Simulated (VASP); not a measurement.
Set up this calculation in VASP 6.6.1, as the native input.

- Task: single point
- Functional: PBE
- Potentials or basis: VASP PAW PBE potentials, release 64 (Y_sv)
- Cutoff: 520 eV
- k mesh: 14 × 14 × 13
- Occupations: fermi-dirac, width 0.05 eV
- Spin: no spin polarisation
- Dipole correction: no
- Further INCAR settings: ALGO = Normal; EDIFF = 1e-06; NBANDS = 12

The structure of Y lies in POSCAR:

```
Y
1.0
    3.4216228213      0.0000000000      0.0000000000
   -1.7108114107      2.9632122854      0.0000000000
    0.0000000000      0.0000000000      3.3214189356
Y
1
Direct
    0.0000000000      0.0000000000      0.0000000000
```

This isn't the form of Y at room conditions, which is hcp.

These files were run (other wordings do the same):

INCAR

```
SYSTEM = Y
PREC = Accurate
ENCUT = 520
EDIFF = 1E-6
ISMEAR = -1
SIGMA = 0.05
LREAL = .FALSE.
LASPH = .TRUE.
NELM = 80
ALGO = Normal
ISIF = 2
LWAVE = .FALSE.
LCHARG = .FALSE.
GGA = PE
NBANDS = 12
```

KPOINTS

```
Automatic mesh
0
G
  14 14 13
  0 0 0
```

Potentials or basis: VASP PAW PBE potentials, release 64 (Y_sv).

Run with:

```sh
$ cat potpaw_PBE.64/Y_sv/POTCAR > POTCAR
$ mpirun -np 1 vasp_std > vasp.out
```

It gave:

| Property | Result |
| --- | --- |
| Pressure | -0.1 GPa |
| Band gap on the k mesh | zero (an odd number of electrons rules out a gap without spin polarisation) |

Run time: 45 s on 1 thread of Intel Xeon 8259CL, with other jobs on the host, peak memory 0.2 GiB.
